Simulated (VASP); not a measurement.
Here is a VASP 6.6.1 calculation.

Contents of INCAR:

```
SYSTEM = MgO
ALGO = Normal ; EDIFF = 1E-6
ENCUT = 520 ; GGA = PE
ISIF = 2 ; ISMEAR = 0
LASPH = .TRUE. ; LCHARG = .FALSE.
LREAL = .FALSE. ; LWAVE = .FALSE.
NBANDS = 16 ; NELM = 60
PREC = Accurate ; SIGMA = 0.05
```

File KPOINTS:

```
k-points
0
G
  9 9 6
  0 0 0
```

Contents of POSCAR:

```
MgO
1.0
    3.7106776307      0.0000000000      0.0000000000
   -1.8553388154      3.2135410934      0.0000000000
    0.0000000000      0.0000000000      4.1233049832
Mg O
2 2
Direct
    0.6666666667      0.3333333333      0.7500000000
    0.3333333333      0.6666666667      0.2500000000
    0.6666666667      0.3333333333      0.2500000000
    0.3333333333      0.6666666667      0.7500000000
```

Potentials or basis: VASP PAW PBE potentials, release 64 (Mg, O).

Run with:

```console
$ cat potpaw_PBE.64/Mg/POTCAR potpaw_PBE.64/O/POTCAR > POTCAR
$ mpirun -np 1 vasp_std > vasp.out
```

Task: What does it give for the band gap on the k mesh?

Result: 3.03 eV, direct.

Task: Predict the pressure.

Result: -7.1 GPa.

Stress tensor (GPa, compression positive):
```
-9.95  0.00  0.00
 0.00 -9.95  0.00
 0.00  0.00 -1.37
```
